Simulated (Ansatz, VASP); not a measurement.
One calculation of Mo4N, two programs

File INCAR:

```
ALGO     = Normal         # electronic algorithm
EDIFF    = 1E-7           # SCF threshold, eV
EDIFFG   = -0.01          # ionic threshold
ENCUT    = 600            # plane-wave cutoff, eV
GGA      = PE             # functional
IBRION   = 2              # ionic algorithm
ISIF     = 3              # what is computed and relaxed
ISMEAR   = 0              # smearing method
LASPH    = T              # aspherical terms in the spheres
LCHARG   = F              # write CHGCAR
LREAL    = F              # projectors in reciprocal space
LWAVE    = F              # write WAVECAR
NELM     = 80             # most SCF steps
NSW      = 100            # ionic steps
PREC     = Accurate       # precision mode
SIGMA    = 0.1            # smearing width, eV
```

KPOINTS

```
k-points
0
Gamma
  8 8 8
```

Contents of POSCAR:

```
Mo4N
1.0
    4.6546794112      0.0000000000      0.0000000000
    0.0000000000      4.6546794112      0.0000000000
    0.0000000000      0.0000000000      4.6546794112
Mo N
4 1
Direct
    0.5000000000      0.5000000000      0.5000000000
    0.0000000000      0.5000000000      0.5000000000
    0.5000000000      0.0000000000      0.5000000000
    0.5000000000      0.5000000000      0.0000000000
    0.0000000000      0.0000000000      0.0000000000
```

Input for Ansatz:

```yaml
crystal:
  lattice:
    - [4.6546794112, 0.0, 0.0]
    - [0.0, 4.6546794112, 0.0]
    - [0.0, 0.0, 4.6546794112]
  atoms:
    - { symbol: Mo, position: [0.5, 0.5, 0.5] }
    - { symbol: Mo, position: [0.0, 0.5, 0.5] }
    - { symbol: Mo, position: [0.5, 0.0, 0.5] }
    - { symbol: Mo, position: [0.5, 0.5, 0.0] }
    - { symbol: "N", position: [0.0, 0.0, 0.0] }
basis:
  ecutwfc: 420
kpoints:
  mp_grid: { grid: [8, 8, 8] }
hamiltonian:
  xc: pbe
scf:
  occupations: { method: gaussian, width: 0.1 }
output:
  forces: true
  stress: true
  eigenvalues: true
  write_density: true
  write_potential: true
  elf: true
  volumetric_format: npy
relax:
  adjacent_minimum: "off"
  f_tol: 0.01
  max_steps: 80
  cell: { stress_tol: 0.05 }
```

Change from the starting cell: species swapped into the Mn4N type (Pm-3m, No. 221).

Alike in both runs: task relaxation of cell and atoms; functional PBE; k mesh 8 × 8 × 8; occupations gaussian, width 0.1 eV; no spin polarisation.

|  | VASP | Ansatz |
| --- | --- | --- |
| version | VASP 6.6.1 | Ansatz 0.2.0 |
| potentials or method | VASP PAW PBE potentials, release 64 (Mo_sv, N), cutoff 600 eV | scalar-relativistic, plane waves, PAW |
| valence electrons in the cell | 61 | 61 |

Ansatz gave:

- gap on the k mesh at the Fermi level, each at its own relaxed structure (eV): none
- relaxed volume (Å³/atom): 20.12
- relaxed cell length with the largest relative difference (Å): 4.651

Problem. Which values does VASP return?

Solution. gap on the k mesh at the Fermi level, each at its own relaxed structure (eV): none; relaxed volume (Å³/atom): 20.20; relaxed cell length with the largest relative difference (Å): 4.657.

A gap of «none» marks a metal or a gap that the smearing closes.
